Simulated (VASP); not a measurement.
# TaN (P6_3/mmc) in VASP: further runs

Runs on TaN. Level: PBEsol. Tasks: single point.

Everything below comes from runs of VASP 6.6.1. Logs are shortened: lines on timing, memory, paths and dates and some standing lists are left out, and cuts for length are marked.

## (1) The cell of the first run

Symmetry: P6_3/mmc, No. 194, hexagonal system. Conventional cell: a = 3.048 Å, b = 3.048 Å, c = 4.820 Å, α = 90.00°, β = 90.00°, γ = 120.00°. Ta (site symmetry -3m) has 6 N at 2.13 Å and 2 Ta at 2.41 Å within 2.8 Å. N (site symmetry -6m2) has 6 Ta at 2.13 Å within 2.8 Å.

## (2) Single point, PBEsol (zz strain of -2 %)

INCAR reads:

```
SYSTEM = TaN
  ALGO = Normal
  EDIFF = 1E-6
  ENCUT = 520
  GGA = PS
  ISIF = 2
  ISMEAR = -1
  LASPH = .True.
  LCHARG = .False.
  LREAL = .False.
  LWAVE = .False.
  NBANDS = 24
  NELM = 60
  PREC = Accurate
  SIGMA = 0.01
```

KPOINTS reads:

```
k-points
0
Gamma
  11 11 6
  0 0 0
```

POSCAR reads:

```
TaN
1.0
    3.0480019786      0.0000000000      0.0000000000
   -1.5240009893      2.6396471442      0.0000000000
    0.0000000000      0.0000000000      4.8196400000
Ta N
2 2
Direct
    0.0000000000      0.0000000000      0.0000000000
    0.0000000000      0.0000000000      0.5000000000
    0.3333333333      0.6666666667      0.2500000000
    0.6666666667      0.3333333333      0.7500000000
```

Potentials or basis: VASP PAW PBE potentials, release 64 (Ta_pv, N).

On the command line:

```console
$ cat potpaw_PBE.64/Ta_pv/POTCAR potpaw_PBE.64/N/POTCAR > POTCAR
$ mpirun -np 1 vasp_std > vasp.out
```

OUTCAR:

```text
SYSTEM = TaN
   EDIFF = 1E-6
   ENCUT = 520
   GGA = PS
   ISIF = 2
   ISMEAR = -1
   LASPH = .True.
   LREAL = .False.
   NELM = 60
   PREC = Accurate

 ion  position               nearest neighbor table
   1  0.000  0.000  0.000-   3 2.13   4 2.13   3 2.13   4 2.13   4 2.13   3 2.13   2 2.41   2 2.41

   2  0.000  0.000  0.500-   3 2.13   4 2.13   3 2.13   4 2.13   4 2.13   3 2.13   1 2.41   1 2.41

   3  0.333  0.667  0.250-   1 2.13   2 2.13   1 2.13   2 2.13   1 2.13   2 2.13
   4  0.667  0.333  0.750-   1 2.13   2 2.13   1 2.13   2 2.13   1 2.13   2 2.13

  LATTYP: Found a hexagonal cell.
 ALAT       =     3.0480019786
 C/A-ratio  =     1.5812456927

  Lattice vectors:

 A1 = (   3.0480019786,   0.0000000000,   0.0000000000)
 A2 = (  -1.5240009893,   2.6396471442,   0.0000000000)
 A3 = (   0.0000000000,   0.0000000000,   4.8196400000)

Analysis of symmetry for initial positions (statically):
=====================================================================
 Subroutine PRICEL returns:
 Original cell was already a primitive cell.

 Routine SETGRP: Setting up the symmetry group for a
 hexagonal supercell.

 Subroutine GETGRP returns: Found 24 space group operations
 (whereof 12 operations were pure point group operations)
 out of a pool of 24 trial point group operations.

The static configuration has the point symmetry D_3d.
 The point group associated with its full space group is D_6h.

Analysis of symmetry for dynamics (positions and initial velocities):
=====================================================================
 Subroutine PRICEL returns:
 Original cell was already a primitive cell.

 Routine SETGRP: Setting up the symmetry group for a
 hexagonal supercell.

 Subroutine GETGRP returns: Found 24 space group operations
 (whereof 12 operations were pure point group operations)
 out of a pool of 24 trial point group operations.

The dynamic configuration has the point symmetry D_3d.
 The point group associated with its full space group is D_6h.

 Subroutine INISYM returns: Found 24 space group operations
 (whereof 12 operations are pure point group operations),
 and found     1 'primitive' translations

----------------------------------------------------------------------------------------

                                     Primitive cell

  volume of cell :      38.7771
[... 85 lines left out ...]
   ISTART =      0    job   : 0-new  1-cont  2-samecut
   ICHARG =      2    charge: 1-file 2-atom 10-const
   ISPIN  =      1    spin polarized calculation?
   LNONCOLLINEAR =      F non collinear calculations
   LSORBIT =      F    spin-orbit coupling
   LASPH  =      T    aspherical Exc in radial PAW
   ENCUT  =  520.0 eV  38.22 Ry    6.18 a.u.   5.67  5.67  8.96*2*pi/ulx,y,z
   NELM   =     60;   NELMIN=  2; NELMDL= -5     # of ELM steps
   EDIFF  = 0.1E-05   stopping-criterion for ELM
   LREAL  =      F    real-space projection
   EDIFFG = 0.1E-04   stopping-criterion for IOM
   NSW    =      0    number of steps for IOM
   IBRION =     -1    ionic relax: 0-MD 1-quasi-New 2-CG
   NFREE  =      0    steps in history (QN), initial steepest desc. (CG)
   ISIF   =      2    stress and relaxation
   ISYM   =      2    0-nonsym 1-usesym 2-fastsym
   POTIM  = 0.5000    time-step for ionic-motion
   TEBEG  =    0.0;   TEEND  =   0.0 temperature during run
   PSTRESS=    0.0 pullay stress
   NELECT =      32.0000    total number of electrons
   NUPDOWN=      -1.0000    fix difference up-down
   EMIN   =  10.00;   EMAX   =-10.00  energy-range for DOS
   EFERMI =   0.00;   METHOD = LEGACY
   ISMEAR =    -1;   SIGMA  =   0.01  broadening in eV -4-tet -1-fermi 0-gaus
   EFERMI_NEDOS =   21; number of points for ismear=-14 and -15
   IALGO  =     38    algorithm
   IMIX   =      4    mixing-type and parameters
     AMIX     =   0.40;   BMIX     =  1.00
     AMIX_MAG =   1.60;   BMIX_MAG =  1.00
  volume/ion in A,a.u.               =       9.69        65.42
  Fermi-wavevector in a.u.,A,eV,Ry     =   1.535558  2.901784 32.081703  2.357939
  Thomas-Fermi vector in A             =   2.642330
   LORBIT       =      0    0 simple, 1 ext, 2 COOP (PROOUT), +10 PAW based schemes
   GGA     = PS    functional components
   LHFCALC =     F    Hartree Fock is set to
   AEXX    =    0.0000 exact exchange contribution
   IVDW    =     0    specifies the selected vdW correction
   LEPSILON=     F    determine dielectric tensor
   LRPA    =     F    only Hartree local field effects (RPA)
 non-spin polarized calculation
  energy-cutoff  :      520.00
  volume of cell :       38.78
 maximum number of plane-waves:      1085
 NGX is ok and might be reduce to    24
   NGX = 11   NGY = 11   NGZ = 17

 number of electron      31.9999995 magnetization

 Free energy of the ion-electron system (eV)
  ---------------------------------------------------
  ext. energy  EPLUGINS =         0.00000000
  ---------------------------------------------------
  free energy    TOTEN  =       -43.73933976 eV

  energy without entropy =      -43.73908713  energy(sigma->0) =      -43.73921345

 E-fermi :   9.9804     XC(G=0): -14.0100

 val. band max:        9.9500668352   @ k =   0.0909  -0.0000   0.5000
 cond. band min:       9.9826596537   @ k =   0.1818   0.1818   0.0000
 fundamental gap:      0.0325928185
 Fermi energy:         9.9803786318

 k-point     1 :       0.0000    0.0000    0.0000
  band No.  band energies     occupation
      1     -27.4397      2.00000
      2     -25.3384      2.00000
      3     -25.3384      2.00000
      4     -24.8852      2.00000
      5     -24.8852      2.00000
      6     -23.9140      2.00000
[... 637 lines left out ...]
     23      16.5355      0.00000
     24      16.9341      0.00000

 [... further k-points ...]
[... 5 lines left out ...]
  --------------------------------------------------------------------------------------
  -------------------------------------------------------------------------------------
  Total        7.4947630      7.4947630     31.2027343      0.0000000      0.0000000      0.0000000
  in kB      309.6654607    309.6654607   1289.2214275      0.0000000      0.0000000      0.0000000
  external PRESSURE =     636.1841163 kB  Pullay stress =       0.0000000 kB

 VOLUME and BASIS-vectors are now :
 -----------------------------------------------------------------------------
  energy-cutoff  :      520.00
  volume of cell :       38.78
      direct lattice vectors                 reciprocal lattice vectors
     3.048001979  0.000000000  0.000000000     0.328083777  0.189419257  0.000000000
    -1.524000989  2.639647144  0.000000000     0.000000000  0.378838513  0.000000000
     0.000000000  0.000000000  4.819640000     0.000000000  0.000000000  0.207484376

 POSITION                                       TOTAL-FORCE (eV/Angst)
 -----------------------------------------------------------------------------------
      0.00000      0.00000      0.00000        -0.000000      0.000000      0.000000
      0.00000      0.00000      2.40982        -0.000000      0.000000      0.000000
     -0.00000      1.75976      1.20491         0.000000      0.000000      0.000000
      1.52400      0.87988      3.61473         0.000000     -0.000000     -0.000000
 -----------------------------------------------------------------------------------
    total drift:                               -0.000000      0.000000      0.000000

  FREE ENERGIE OF THE ION-ELECTRON SYSTEM (eV)
  ---------------------------------------------------
  free  energy   TOTEN  =       -43.7393397640 eV

  energy  without entropy=      -43.7390871324  energy(sigma->0) =      -43.73921345
```

Run time: 19 s. Hardware: 1 thread of Intel Xeon 6975P-C (Granite Rapids), shared host; peak memory 0.19 GiB.

Results:

```
Free energy            : -43.7393 eV
Pressure               : 63.6 GPa
Band gap on the k mesh : zero (band 16 reaches 10.74 eV, above the bottom of band 17 at 7.82 eV)
```

Stress tensor (GPa, compression positive):
```
 30.97   0.00   0.00
  0.00  30.97   0.00
  0.00   0.00 128.92
```

Caveat: the cell differs from its parent crystal (zz strain of -2 %); the PAW data sets were made with another functional, which shifts forces and pressure a little; spin-orbit coupling is left out, which moves the levels of the heavy elements.

## (3) Single point, PBEsol (zz strain of -1 %)

INCAR reads:

```
PREC = Accurate
ENCUT = 520
EDIFF = 1E-6
ISMEAR = -1
SIGMA = 0.01
LREAL = F
LASPH = T
NELM = 60
ALGO = Normal
ISIF = 2
LWAVE = F
LCHARG = T
GGA = PS
LELF = T
LVHAR = T
NBANDS = 24
```

KPOINTS reads:

```
Automatic mesh
0
Gamma
  11 11 6
```

POSCAR, as its differences from that of step 2:

```diff
@@ -4,3 +4,3 @@
    -1.5240009893      2.6396471442      0.0000000000
-    0.0000000000      0.0000000000      4.8196400000
+    0.0000000000      0.0000000000      4.8688200000
 Ta N
```

Potentials or basis: VASP PAW PBE potentials, release 64 (Ta_pv, N).

On the command line:

```console
$ cat potpaw_PBE.64/Ta_pv/POTCAR potpaw_PBE.64/N/POTCAR > POTCAR
$ mpirun -np 1 vasp_std > vasp.out
```

OUTCAR:

```text
PREC = Accurate
   ENCUT = 520
   EDIFF = 1E-6
   ISMEAR = -1
   LREAL = F
   LASPH = T
   NELM = 60
   ISIF = 2
   GGA = PS

 ion  position               nearest neighbor table
   1  0.000  0.000  0.000-   3 2.14   4 2.14   3 2.14   4 2.14   4 2.14   3 2.14   2 2.43   2 2.43

   2  0.000  0.000  0.500-   3 2.14   4 2.14   3 2.14   4 2.14   4 2.14   3 2.14   1 2.43   1 2.43

   3  0.333  0.667  0.250-   1 2.14   2 2.14   1 2.14   2 2.14   1 2.14   2 2.14
   4  0.667  0.333  0.750-   1 2.14   2 2.14   1 2.14   2 2.14   1 2.14   2 2.14

  LATTYP: Found a hexagonal cell.
 ALAT       =     3.0480019786
 C/A-ratio  =     1.5973808528

  Lattice vectors:

 A1 = (   3.0480019786,   0.0000000000,   0.0000000000)
 A2 = (  -1.5240009893,   2.6396471442,   0.0000000000)
 A3 = (   0.0000000000,   0.0000000000,   4.8688200000)

Analysis of symmetry for initial positions (statically):
=====================================================================
 Subroutine PRICEL returns:
 Original cell was already a primitive cell.

 Routine SETGRP: Setting up the symmetry group for a
 hexagonal supercell.

 Subroutine GETGRP returns: Found 24 space group operations
 (whereof 12 operations were pure point group operations)
 out of a pool of 24 trial point group operations.

The static configuration has the point symmetry D_3d.
 The point group associated with its full space group is D_6h.

Analysis of symmetry for dynamics (positions and initial velocities):
=====================================================================
 Subroutine PRICEL returns:
 Original cell was already a primitive cell.

 Routine SETGRP: Setting up the symmetry group for a
 hexagonal supercell.

 Subroutine GETGRP returns: Found 24 space group operations
[... 117 lines left out ...]
   TEBEG  =    0.0;   TEEND  =   0.0 temperature during run
   PSTRESS=    0.0 pullay stress
   NELECT =      32.0000    total number of electrons
   NUPDOWN=      -1.0000    fix difference up-down
   EMIN   =  10.00;   EMAX   =-10.00  energy-range for DOS
   EFERMI =   0.00;   METHOD = LEGACY
   ISMEAR =    -1;   SIGMA  =   0.01  broadening in eV -4-tet -1-fermi 0-gaus
   EFERMI_NEDOS =   21; number of points for ismear=-14 and -15
   IALGO  =     38    algorithm
   IMIX   =      4    mixing-type and parameters
     AMIX     =   0.40;   BMIX     =  1.00
     AMIX_MAG =   1.60;   BMIX_MAG =  1.00
  volume/ion in A,a.u.               =       9.79        66.09
  Fermi-wavevector in a.u.,A,eV,Ry     =   1.530370  2.891981 31.865299  2.342033
  Thomas-Fermi vector in A             =   2.637863
   LORBIT       =      0    0 simple, 1 ext, 2 COOP (PROOUT), +10 PAW based schemes
   GGA     = PS    functional components
   LHFCALC =     F    Hartree Fock is set to
   AEXX    =    0.0000 exact exchange contribution
   IVDW    =     0    specifies the selected vdW correction
   LEPSILON=     F    determine dielectric tensor
   LRPA    =     F    only Hartree local field effects (RPA)
 non-spin polarized calculation
  energy-cutoff  :      520.00
  volume of cell :       39.17
 maximum number of plane-waves:      1087
 NGX is ok and might be reduce to    24
   NGX = 11   NGY = 11   NGZ = 19

 number of electron      32.0000001 magnetization

 Free energy of the ion-electron system (eV)
  ---------------------------------------------------
  ext. energy  EPLUGINS =         0.00000000
  ---------------------------------------------------
  free energy    TOTEN  =       -44.04210830 eV

  energy without entropy =      -44.04165936  energy(sigma->0) =      -44.04188383

 E-fermi :   9.8696     XC(G=0): -13.9571

 val. band max:        9.8661065188   @ k =   0.0909   0.0000   0.5000
 cond. band min:       9.8952866809   @ k =   0.1818   0.1818   0.0000
 fundamental gap:      0.0291801621
 Fermi energy:         9.8695831164

 k-point     1 :       0.0000    0.0000    0.0000
  band No.  band energies     occupation
      1     -27.4257      2.00000
      2     -25.4385      2.00000
      3     -25.4385      2.00000
      4     -25.0238      2.00000
      5     -25.0238      2.00000
      6     -24.1419      2.00000
[... 637 lines left out ...]
     23      16.2775      0.00000
     24      16.6959      0.00000

 [... further k-points ...]
[... 5 lines left out ...]
  --------------------------------------------------------------------------------------
  -------------------------------------------------------------------------------------
  Total        6.5504109      6.5504109     28.4036326     -0.0000000      0.0000000      0.0000000
  in kB      267.9133078    267.9133078   1161.7150860     -0.0000000      0.0000000      0.0000000
  external PRESSURE =     565.8472338 kB  Pullay stress =       0.0000000 kB

 VOLUME and BASIS-vectors are now :
 -----------------------------------------------------------------------------
  energy-cutoff  :      520.00
  volume of cell :       39.17
      direct lattice vectors                 reciprocal lattice vectors
     3.048001979  0.000000000  0.000000000     0.328083777  0.189419257  0.000000000
    -1.524000989  2.639647144  0.000000000     0.000000000  0.378838513  0.000000000
     0.000000000  0.000000000  4.868820000     0.000000000  0.000000000  0.205388575

 POSITION                                       TOTAL-FORCE (eV/Angst)
 -----------------------------------------------------------------------------------
      0.00000      0.00000      0.00000         0.000000      0.000000     -0.000000
      0.00000      0.00000      2.43441         0.000000      0.000000     -0.000000
     -0.00000      1.75976      1.21721         0.000000     -0.000000      0.000000
      1.52400      0.87988      3.65162        -0.000000      0.000000      0.000000
 -----------------------------------------------------------------------------------
    total drift:                               -0.000000      0.000000      0.000000

  FREE ENERGIE OF THE ION-ELECTRON SYSTEM (eV)
  ---------------------------------------------------
  free  energy   TOTEN  =       -44.0421082980 eV

  energy  without entropy=      -44.0416593631  energy(sigma->0) =      -44.04188383
```

It took 17 s on 1 thread of Intel Xeon 6975P-C (Granite Rapids), shared host; peak memory 0.18 GiB.

What came out:

| Item | Value |
| --- | --- |
| Free energy | -44.0421 eV |
| Pressure | 56.6 GPa |
| Band gap on the k mesh | zero (band 16 reaches 10.56 eV, above the bottom of band 17 at 7.84 eV) |

Levels at points of the mesh, in eV from the Fermi level:
| k point | band 12 | band 13 | band 14 | band 15 | band 16 | band 17 | band 18 | band 19 | band 20 | band 21 |
| --- | --- | --- | --- | --- | --- | --- | --- | --- | --- | --- |
| (0.00, 0.00, 0.00) | -5.42 | -3.68 | -3.68 | -3.60 | -2.03 | -2.03 | -0.66 | -0.66 | 2.90 | 4.26 |
| (0.00, 0.00, 0.50) | -6.52 | -6.52 | -6.52 | -0.06 | -0.06 | -0.06 | -0.06 | 0.09 | 0.09 | 4.71 |

Caveat: the cell differs from its parent crystal (zz strain of -1 %); the PAW data sets were made with another functional, which shifts forces and pressure a little; spin-orbit coupling is left out, which moves the levels of the heavy elements.

## (4) Single point, PBEsol (volume scaled by 0.99)

INCAR reads:

```
  PREC = Accurate
  ENCUT = 520
  EDIFF = 1E-6
  ISMEAR = -1
  SIGMA = 0.01
  LREAL = F
  LASPH = T
  NELM = 60
  ALGO = Normal
  ISIF = 2
  LWAVE = F
  LCHARG = T
  GGA = PS
  LELF = T
  LVHAR = T
  NBANDS = 24
```

KPOINTS reads:

```
regular mesh
0
Gamma
  11 11 6
```

POSCAR reads:

```
TaN
1.0
    3.0378079159      0.0000000000      0.0000000000
   -1.5189039580      2.6308188269      0.0000000000
    0.0000000000      0.0000000000      4.9015517166
Ta N
2 2
Direct
    0.0000000000      0.0000000000      0.0000000000
    0.0000000000      0.0000000000      0.5000000000
    0.3333333333      0.6666666667      0.2500000000
    0.6666666667      0.3333333333      0.7500000000
```

On the command line:

```console
$ cat potpaw_PBE.64/Ta_pv/POTCAR potpaw_PBE.64/N/POTCAR > POTCAR
$ mpirun -np 1 vasp_std > vasp.out
```

Run time: 17 s. Hardware: 1 thread of Intel Xeon 6975P-C (Granite Rapids), shared host; peak memory 0.19 GiB.

Results (log left out):

* Free energy: -44.1842 eV
* Pressure: 55.4 GPa
* Band gap on the k mesh: zero (band 16 reaches 10.59 eV, above the bottom of band 17 at 7.93 eV)

Stress tensor (GPa, compression positive):
```
 27.24   0.00   0.00
  0.00  27.24   0.00
  0.00   0.00 111.59
```

Levels at points of the mesh, in eV from the Fermi level:
| k point | band 14 | band 15 | band 16 | band 17 | band 18 | band 19 |
| --- | --- | --- | --- | --- | --- | --- |
| (0.00, 0.00, 0.00) | -3.67 | -3.65 | -1.95 | -1.95 | -0.70 | -0.70 |
| (0.00, 0.00, 0.50) | -6.48 | -0.04 | -0.04 | -0.04 | -0.04 | 0.01 |

Caveat: the PAW data sets were made with another functional, which shifts forces and pressure a little; spin-orbit coupling is left out, which moves the levels of the heavy elements.

## (5) Overview

| cell | gap on the mesh (eV) | pressure (GPa) |
| --- | --- | --- |
| a = 3.048, b = 3.048, c = 4.820 Å, angles 90.0, 90.0, 120.0°, 4 atoms | none | 63.6 |
| a = 3.048, b = 3.048, c = 4.869 Å, angles 90.0, 90.0, 120.0°, 4 atoms | none | 56.6 |
| a = 3.038, b = 3.038, c = 4.902 Å, angles 90.0, 90.0, 120.0°, 4 atoms | none | 55.4 |

Alike in all rows: task single point; level PBEsol; potentials or basis VASP PAW PBE potentials, release 64 (Ta_pv, N); no spin polarisation; k mesh 11 × 11 × 6; cutoff (eV) 520; smearing fermi-dirac 0.01 eV.

Caveats: the PAW data sets were made with another functional, which shifts forces and pressure a little; spin-orbit coupling is left out, which moves the levels of the heavy elements.

Absolute energies hang on the potentials; compare differences alone.
